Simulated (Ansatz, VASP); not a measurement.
**One calculation of CdSe, two programs**

File INCAR:

```
  PREC = Accurate
  ENCUT = 520
  EDIFF = 1E-6
  ISMEAR = 0
  SIGMA = 0.3
  LREAL = False
  LASPH = True
  NELM = 100
  ALGO = Normal
  ISIF = 2
  LWAVE = False
  LCHARG = True
  GGA = PS
  IVDW = 13
  LELF = True
  LVHAR = True
  NBANDS = 16
```

The input KPOINTS:

```
Automatic mesh
0
Gamma
  5 5 5
```

The input POSCAR:

```
CdSe
1.0
    0.0000000000      3.1884728117      3.1884728117
    3.1884728117      0.0000000000      3.1884728117
    3.1884728117      3.1884728117      0.0000000000
Cd Se
1 1
Direct
    0.0000000000      0.0000000000      0.0000000000
    0.7500000000      0.7500000000      0.7500000000
```

Input for Ansatz:

```yaml
crystal:
  lattice:
    - [0.0, 3.188472811716898, 3.188472811716898]
    - [3.188472811716898, 0.0, 3.188472811716898]
    - [3.188472811716898, 3.188472811716898, 0.0]
  atoms:
    - { symbol: Cd, position: [0.0, 0.0, 0.0] }
    - { symbol: Se, position: [0.75, 0.75, 0.75] }
basis:
  ecutwfc: 500.0
kpoints:
  mp_grid:
    grid: [5, 5, 5]
hamiltonian:
  xc: pbesol
  dispersion: d4
scf:
  max_iter: 80
  algorithm: density_mixing
  occupations:
    method: gaussian
    width: 0.3
  eigensolver:
    kind: davidson
    mixed_precision: false
output:
  stress: true
```

Alike in both runs: task single point; functional PBEsol; dispersion D4; k mesh 5 × 5 × 5; occupations gaussian, width 0.3 eV; no spin polarisation.

|  | VASP | Ansatz |
| --- | --- | --- |
| version | VASP 6.6.1 | Ansatz 0.2.0 |
| potentials or method | VASP PAW PBE potentials, release 64 (Cd, Se), cutoff 520 eV | plane waves, PAW |
| valence electrons in the cell | 18 | 36 |

Ansatz gave:

| Item | Value |
| --- | --- |
| pressure (GPa) | -6.0 |

Question: Which values does VASP return?

Answer: Pressure (GPa): -5.9.

VASP's potentials were made for PBE, not for PBEsol. VASP's potentials hold 18 valence electrons a cell and Ansatz's 36, so a difference there can come from the potentials and not from the codes.
